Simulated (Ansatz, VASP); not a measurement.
# Al in VASP and in Ansatz

```xyz
2
Lattice="0.0000 -3.2350 0.0000 -3.2350 0.0000 0.0000 0.0000 0.0000 -3.2350" Properties=species:S:1:pos:R:3 pbc="T T T"
Al   -1.5284   -1.1907   -2.0583
Al   -0.0891   -0.4268    0.4408
```

Alike in both runs: task single point; functional PBE; k mesh 10 × 10 × 10; occupations gaussian, width 0.15 eV; no spin polarisation.

```csv
,VASP,Ansatz
version,VASP 6.6.1,Ansatz 0.2.0
potentials or method,"VASP PAW PBE potentials, release 64 (Al), cutoff 520 eV","scalar-relativistic, plane waves, PAW"
valence electrons in the cell,6,6
```

```tsv
	VASP	Ansatz	Ansatz less VASP
gap on the k mesh at the Fermi level (eV)	none	none	-
rms of the force components (eV/Å)	8.628	8.654	+0.0253
```

Atom by atom the forces differ by 0.035 eV/Å (rms over components). A gap of «none» marks a metal or a gap that the smearing closes.
